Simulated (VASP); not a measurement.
A run of VASP 6.6.1 is set up as follows.

The input INCAR:

```
  PREC = Accurate
  ENCUT = 520
  EDIFF = 1E-7
  ISMEAR = 0
  SIGMA = 0.1
  LREAL = F
  LASPH = T
  NELM = 150
  ALGO = Normal
  ISIF = 2
  LWAVE = F
  LCHARG = T
  ISPIN = 2
  MAGMOM = 0 0 0 1 1 0
  LORBIT = 11
  LMAXMIX = 4
  GGA = PE
  LELF = T
  LVHAR = T
  NBANDS = 34
```

File KPOINTS:

```
regular mesh
0
Gamma
  6 6 6
```

Contents of POSCAR:

```
Al3Ru2N
1.0
    5.1607638763     -0.0000000028      0.0000000000
   -2.5803819357      4.4693526212      0.0000000000
    0.0000000000      0.0000000000      4.0237797847
Al Ru N
3 2 1
Direct
    0.5000000000      0.0000000000      0.5000000000
    0.5000000000      0.5000000000      0.5000000000
    0.0000000000      0.5000000000      0.5000000000
    0.3333333333      0.6666666667      0.0000000000
    0.6666666667      0.3333333333      0.0000000000
    0.0000000000      0.0000000000      0.0000000000
```

Potentials or basis: VASP PAW PBE potentials, release 64 (Al, Ru_pv, N).

Launch:

```sh
$ cat potpaw_PBE.64/Al/POTCAR potpaw_PBE.64/Ru_pv/POTCAR potpaw_PBE.64/N/POTCAR > POTCAR
$ mpirun -np 1 vasp_std > vasp.out
```

(1) What does it give for the net moment?

(2) Predict the band gap on the k mesh.

(3) Estimate the pressure.

Results:

(1) 0.00 μB per cell.

(2) zero (filled and empty bands overlap).

(3) 0.0 GPa.
